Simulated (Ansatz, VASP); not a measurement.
**One calculation of Ca, two programs**

Contents of POSCAR:

```
Ca
1.0
   -2.2359013559      2.2359013559      2.2266847282
    2.2359013559     -2.2359013559      2.2266847282
    2.2359013559      2.2359013559     -2.2266847282
Ca
1
Direct
    0.5000000000      0.5000000000      0.0000000000
```

INCAR.step1

```
PREC = Accurate
ENCUT = 520
ISMEAR = 0
SIGMA = 0.1
LREAL = False
LASPH = True
NELM = 100
NBANDS = 11
GGA = PE
ALGO = Normal
EDIFF = 1E-4
LWAVE = True
LCHARG = False
```

Contents of INCAR.step2:

```
PREC = Accurate
ENCUT = 520
EDIFF = 1E-6
ISMEAR = 0
SIGMA = 0.1
LREAL = False
LASPH = True
NELM = 100
ALGO = Normal
ISIF = 2
LWAVE = False
LCHARG = False
METAGGA = R2SCAN
LMIXTAU = True
NBANDS = 11
ISTART = 1
```

The input KPOINTS:

```
Automatic mesh
0
Gamma
  14 14 14
```

Input for Ansatz:

```yaml
crystal:
  lattice:
    - [-2.2359013559, 2.2359013559, 2.2266847282]
    - [2.2359013559, -2.2359013559, 2.2266847282]
    - [2.2359013559, 2.2359013559, -2.2266847282]
  atoms:
    - { symbol: Ca, position: [0.5, 0.5, 0.0] }
basis:
  ecutwfc: 500
kpoints:
  mp_grid: { grid: [14, 14, 14] }
hamiltonian:
  xc: r2scan
scf:
  occupations: { method: gaussian, width: 0.1 }
output:
  forces: true
  stress: true
  eigenvalues: true
```

Alike in both runs: task single point; functional r2SCAN; k mesh 14 × 14 × 14; occupations gaussian, width 0.1 eV; no spin polarisation.

|  | VASP | Ansatz |
| --- | --- | --- |
| version | VASP 6.6.1 | Ansatz 0.2.0 |
| potentials or method | VASP PAW PBE potentials, release 64 (Ca_sv), cutoff 520 eV | scalar-relativistic, plane waves, PAW |
| valence electrons in the cell | 10 | 10 |

```csv
,VASP,Ansatz,Ansatz less VASP
gap on the k mesh at the Fermi level (eV),none,none,-
pressure (GPa),-0.4,-0.5,-0.05
```

VASP's potentials were made for PBE, not for r2SCAN. A gap of «none» marks a metal or a gap that the smearing closes.
